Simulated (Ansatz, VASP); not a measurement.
Two plane-wave programs on B

```
B
1.0
     2.93979    0.00000    0.00000
    -1.46989    2.54593    0.00000
     0.00000    0.00000    2.89531
B
3
Cartesian
  0.0000 0.0000 0.0000
  0.0000 1.6973 1.4477
  1.4699 0.8486 1.4477
```

Alike in both runs: task single point; functional LDA; k mesh 14 × 14 × 13; occupations fermi-dirac, width 0.1 eV; no spin polarisation.

|  | VASP | Ansatz |
| --- | --- | --- |
| version | VASP 6.6.1 | Ansatz 0.2.0 |
| potentials or method | VASP PAW LDA potentials, release 64 (B), cutoff 520 eV | plane waves (420 eV) with PAW, scalar-relativistic |
| valence electrons in the cell | 9 | 9 |

```tsv
	VASP	Ansatz	Ansatz less VASP
pressure (GPa)	-22.4	-22.5	-0.17
traceless stress, the component that is largest in VASP (GPa)	8.04	8.12	+0.086
```

Ansatz warns that its potentials were made for another functional, while VASP's fit it. LDA's correlation is that of Perdew and Zunger in VASP and of Perdew and Wang (1992) in Ansatz.
